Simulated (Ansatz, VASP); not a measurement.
# Two plane-wave programs on Si2Ni

File INCAR:

```
SYSTEM = Si2Ni
  PREC = Accurate
  ENCUT = 520
  EDIFF = 1E-6
  ISMEAR = -1
  SIGMA = 0.05
  LREAL = .FALSE.
  LASPH = .TRUE.
  NELM = 100
  ALGO = Normal
  ISIF = 2
  LWAVE = .FALSE.
  LCHARG = .TRUE.
  GGA = PS
  LELF = .TRUE.
  LVHAR = .TRUE.
  NBANDS = 16
```

The input KPOINTS:

```
Automatic mesh
0
G
  11 11 11
  0 0 0
```

The input POSCAR:

```
Si2Ni
1.0
    0.0000000000      2.6397795394      2.6397795394
    2.6397795394      0.0000000000      2.6397795394
    2.6397795394      2.6397795394      0.0000000000
Ni Si
1 2
Direct
    0.0000000000      0.0000000000      0.0000000000
    0.2500000000      0.2500000000      0.2500000000
    0.7500000000      0.7500000000      0.7500000000
```

Input for Ansatz:

```yaml
crystal:
  lattice:
    - [0.0, 2.6397795394, 2.6397795394]
    - [2.6397795394, 0.0, 2.6397795394]
    - [2.6397795394, 2.6397795394, 0.0]
  atoms:
    - { symbol: Ni, position: [0.0, 0.0, 0.0] }
    - { symbol: Si, position: [0.25, 0.25, 0.25] }
    - { symbol: Si, position: [0.75, 0.75, 0.75] }
kpoints:
  mp_grid: { grid: [11, 11, 11] }
scf:
  occupations: { method: fermi_dirac, width: 0.05 }
hamiltonian:
  xc: pbesol
  pseudopotentials: { kind: paw }
output:
  forces: true
  stress: true
  eigenvalues: true
  populations: true
  write_density: true
  write_potential: true
  elf: true
  volumetric_format: npy
```

Change from the starting cell: volume scaled by 0.94, PAW files.

Alike in both runs: task single point; functional PBEsol; k mesh 11 × 11 × 11; occupations fermi-dirac, width 0.05 eV; no spin polarisation.

```csv
,VASP,Ansatz
version,VASP 6.6.1,Ansatz 0.2.0
potentials or method,"VASP PAW PBE potentials, release 64 (Ni, Si)","PAW with Ansatz's default frozen-core files, scalar-relativistic"
plane-wave cutoff (eV),520,420
valence electrons in the cell,18,26
```

|  | VASP | Ansatz | Ansatz less VASP |
| --- | --- | --- | --- |
| pressure (GPa) | 11.5 | 11.4 | -0.01 |

VASP's potentials were made for PBE, not for PBEsol. VASP's potentials hold 18 valence electrons a cell and Ansatz's 26, so a difference there can come from the potentials and not from the codes.
